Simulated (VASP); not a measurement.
# Zr: single point with PBE

The system is Zr.

```
Zr
1.0
     3.20974    0.00000    0.00000
    -1.60487    2.77972    0.00000
     0.00000    0.00000    5.14628
Zr
2
Direct
  0.33333 0.66667 0.25000
  0.66667 0.33333 0.75000
```

```json
{
  "Program": "VASP 6.6.1",
  "Task": "single point",
  "Functional": "PBE",
  "Potentials or basis": "VASP PAW PBE potentials, release 64 (Zr_sv)",
  "Cutoff": "520 eV",
  "k mesh": "14 × 14 × 8",
  "Occupations": "fermi-dirac, width 0.05 eV",
  "Spin": "no spin polarisation",
  "Dipole correction": "no",
  "Further INCAR settings": "ALGO = Normal; EDIFF = 1e-06; NBANDS = 19"
}
```

The pressure is 1.8 GPa and the band gap on the k mesh is zero (bands 12 and 13 overlap by 1.14 eV).

Levels at points of the mesh, in eV from the Fermi level:
| k point | band 8 | band 9 | band 10 | band 11 | band 12 | band 13 | band 14 | band 15 | band 16 | band 17 |
| --- | --- | --- | --- | --- | --- | --- | --- | --- | --- | --- |
| (0.00, 0.00, 0.00) | -26.31 | -5.70 | -3.09 | 0.86 | 0.86 | 0.95 | 1.16 | 1.55 | 1.55 | 2.20 |
| (0.50, 0.00, 0.00) | -26.43 | -2.63 | -2.54 | -2.20 | -0.18 | 0.56 | 0.75 | 1.44 | 5.00 | 5.35 |
| (0.00, 0.00, 0.50) | -26.38 | -3.98 | -3.98 | 0.00 | 0.00 | 0.78 | 0.78 | 0.78 | 0.78 | 3.99 |
| (0.50, 0.00, 0.50) | -26.55 | -2.92 | -2.92 | -1.11 | -1.11 | 1.67 | 1.67 | 2.25 | 2.25 | 5.23 |

It took 30 s on 1 thread of Intel(R) Xeon(R) 6975P-C (Granite Rapids) (shared host), peak memory 0.22 GiB.
